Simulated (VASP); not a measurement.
A run of VASP 6.6.1 is set up as follows.

INCAR

```
ALGO = Normal
EDIFF = 1E-6
ENCUT = 520
GGA = CA
ISIF = 2
ISMEAR = -1
ISPIN = 2
LASPH = True
LCHARG = False
LMAXMIX = 4
LORBIT = 11
LREAL = False
LWAVE = False
MAGMOM = 1.2 1.2
NBANDS = 24
NELM = 150
NUPDOWN = 2.4
PREC = Accurate
SIGMA = 0.05
```

File KPOINTS:

```
k-points
0
Gamma
  11 11 7
```

POSCAR

```
VMo
1.0
    1.5372777900     -2.2240280561      0.0000000000
    1.5372777900      2.2240280561      0.0000000000
    0.0000000000      0.0000000000      4.2290126323
V Mo
1 1
Direct
    0.5000000000      0.5000000000      0.5000000000
    0.0000000000      0.0000000000      0.0000000000
```

Potentials or basis: VASP PAW LDA potentials, release 64 (V_sv, Mo_sv).

Run with:

```bash
$ cat potpaw_LDA.64/V_sv/POTCAR potpaw_LDA.64/Mo_sv/POTCAR > POTCAR
$ mpirun -np 1 vasp_std > vasp.out
```

(1) Estimate the pressure.

## Answers

(1) 0.2 GPa.

Caveat: the stress differs along the axes, from -4 to 4 GPa; the total moment is fixed, so each spin has its own Fermi level and the state may be an excited one.
